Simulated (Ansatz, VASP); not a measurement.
Two plane-wave programs on CdSe

```
Cd Se
1.0
     4.24760    0.00000    0.00000
    -2.12380    3.67853    0.00000
     0.00000    0.00000    6.94141
Cd Se
2 2
Direct
  0.33333 0.66667 0.94423
  0.66667 0.33333 0.44423
  0.33333 0.66667 0.43177
  0.66667 0.33333 0.93177
```

Change from the starting cell: polar distortion scaled by 0.10.

Alike in both runs: task single point; functional LDA; k mesh 9 × 9 × 6; no spin polarisation.

|  | VASP | Ansatz |
| --- | --- | --- |
| version | VASP 6.6.1 | Ansatz 0.2.0 |
| potentials or method | VASP PAW LDA potentials, release 64 (Cd, Se), cutoff 520 eV | scalar-relativistic, plane waves, PAW |
| occupations | gaussian, width 0.01 eV | fixed |
| valence electrons in the cell | 36 | 72 |

```csv
,VASP,Ansatz,Ansatz less VASP
gap on the k mesh at the Fermi level (eV),0.84,0.80,-0.040
least direct gap on the mesh (eV),0.84,0.80,-0.040
pressure (GPa),4.7,4.0,-0.65
"traceless stress, the component that is largest in VASP (GPa)",-7.69,-7.14,+0.553
rms of the force components (eV/Å),0.129,0.125,-0.0046
```

Ansatz warns that its potentials were made for another functional, while VASP's fit it. LDA's correlation is that of Perdew and Zunger in VASP and of Perdew and Wang (1992) in Ansatz. Atom by atom the forces differ by 0.005 eV/Å (rms over components). VASP's potentials hold 36 valence electrons a cell and Ansatz's 72, so a difference there can come from the potentials and not from the codes.
